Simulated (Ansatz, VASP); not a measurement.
## Te3Pt2Se in VASP and in Ansatz

```xyz
6
Lattice="3.2976 1.9039 5.2850 -3.2976 1.9039 5.2850 0.0000 -3.8078 5.2850" Properties=species:S:1:pos:R:3 pbc="T T T"
Te    0.0000    1.9039    5.2850
Te   -1.6488   -0.9519    5.2850
Te    1.6488   -0.9519    5.2850
Pt    0.0000    0.0000   12.0134
Pt    0.0000    0.0000    3.8418
Se    0.0000    0.0000    7.9276
```

Alike in both runs: task single point; functional PBE; k mesh 3 × 3 × 3; occupations gaussian, width 0.1 eV; collinear spin.

|  | VASP | Ansatz |
| --- | --- | --- |
| version | VASP 6.6.1 | Ansatz 0.2.0 |
| potentials or method | VASP PAW PBE potentials, release 64 (Te, Pt, Se), cutoff 520 eV | scalar-relativistic, plane waves, PAW |
| valence electrons in the cell | 44 | 100 |

```csv
,VASP,Ansatz,Ansatz less VASP
gap on the k mesh at the Fermi level (eV),none,none,-
pressure (GPa),12.3,12.5,+0.22
"traceless stress, the component that is largest in VASP (GPa)",-2.32,-2.27,+0.041
rms of the force components (eV/Å),1.696,1.727,+0.0312
net moment per atom (μB),0.00,0.00,0.000
```

Atom by atom the forces differ by 0.031 eV/Å (rms over components). A gap of «none» marks a metal or a gap that the smearing closes. VASP's potentials hold 44 valence electrons a cell and Ansatz's 100, so a difference there can come from the potentials and not from the codes. Ansatz's warnings: seeded moment not kept.

The k mesh is coarse, so the values compare programs but aren't converged. Spin-orbit coupling is off throughout.
